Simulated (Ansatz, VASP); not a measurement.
# Two plane-wave programs on Te2Mo

File POSCAR:

```
Te2Mo
1.0
    3.5421311455      0.0000000000      0.0000000000
   -1.7710655727      3.0675755555      0.0000000000
    0.0000000000      0.0000000000     14.4602054055
Mo Te
2 4
Direct
    0.3333333333      0.6666666667      0.2500000000
    0.6666666667      0.3333333333      0.7500000000
    0.6666666667      0.3333333333      0.3742820099
    0.6666666667      0.3333333333      0.1257179901
    0.3333333333      0.6666666667      0.8742820099
    0.3333333333      0.6666666667      0.6257179901
```

Contents of INCAR.step1:

```
PREC = Accurate
ENCUT = 520
ISMEAR = 0
SIGMA = 0.01
LREAL = False
LASPH = True
NELM = 100
NBANDS = 35
GGA = PE
ALGO = Normal
EDIFF = 1E-4
LWAVE = True
LCHARG = False
```

File INCAR.step2:

```
PREC = Accurate
ENCUT = 520
EDIFF = 1E-6
ISMEAR = 0
SIGMA = 0.01
LREAL = False
LASPH = True
NELM = 100
ALGO = Normal
ISIF = 2
LWAVE = False
LCHARG = False
METAGGA = R2SCAN
LMIXTAU = True
NBANDS = 35
ISTART = 1
```

File KPOINTS:

```
regular mesh
0
Gamma
  12 12 2
```

Input for Ansatz:

```yaml
crystal:
  lattice:
    - [3.5421311455, 0.0, 0.0]
    - [-1.7710655727, 3.0675755555, 0.0]
    - [0.0, 0.0, 14.4602054055]
  atoms:
    - { symbol: Mo, position: [0.3333333333, 0.6666666667, 0.25] }
    - { symbol: Mo, position: [0.6666666667, 0.3333333333, 0.75] }
    - { symbol: Te, position: [0.6666666667, 0.3333333333, 0.3742820099] }
    - { symbol: Te, position: [0.6666666667, 0.3333333333, 0.1257179901] }
    - { symbol: Te, position: [0.3333333333, 0.6666666667, 0.8742820099] }
    - { symbol: Te, position: [0.3333333333, 0.6666666667, 0.6257179901] }
kpoints:
  mp_grid: { grid: [12, 12, 2] }
  band_path:
    path:
      - [0.0, 0.0, 0.0]
      - [0.5, 0.0, 0.0]
      - [0.3333333333, 0.3333333333, 0.0]
      - [0.0, 0.0, 0.5]
      - [0.5, 0.0, 0.5]
      - [0.3333333333, 0.3333333333, 0.5]
      - [0.195312, 0.195313, 0.0]
    npoints: 1
hamiltonian:
  xc: r2scan
scf:
  occupations: { method: fixed }
  n_extra_bands: 5
output:
  forces: true
  stress: true
  eigenvalues: true
```

Change from the starting cell: uniaxial_z strain +2.0%.

Alike in both runs: task single point; functional r2SCAN; k mesh 12 × 12 × 2; no spin polarisation.

|  | VASP | Ansatz |
| --- | --- | --- |
| version | VASP 6.6.1 | Ansatz 0.2.0 |
| potentials or method | VASP PAW PBE potentials, release 64 (Mo_sv, Te) | plane waves, PAW |
| plane-wave cutoff (eV) | 520 | 500 |
| occupations | gaussian, width 0.01 eV | fixed |
| valence electrons in the cell | 52 | 92 |

Ansatz gave:

* gap on the k mesh at the Fermi level (eV): 1.03
* pressure (GPa): 0.8
* traceless stress, the component that is largest in VASP (GPa): -0.41
* rms of the force components (eV/Å): 0.013

**Question.** What did VASP give for the same quantities?

**Answer.** gap on the k mesh at the Fermi level (eV): 1.03; pressure (GPa): 0.9; traceless stress, the component that is largest in VASP (GPa): -0.35; rms of the force components (eV/Å): 0.001.

VASP's potentials were made for PBE, not for r2SCAN. Atom by atom the forces differ by 0.012 eV/Å (rms over components). VASP's potentials hold 52 valence electrons a cell and Ansatz's 92, so a difference there can come from the potentials and not from the codes.

Neither program's run includes spin-orbit coupling.
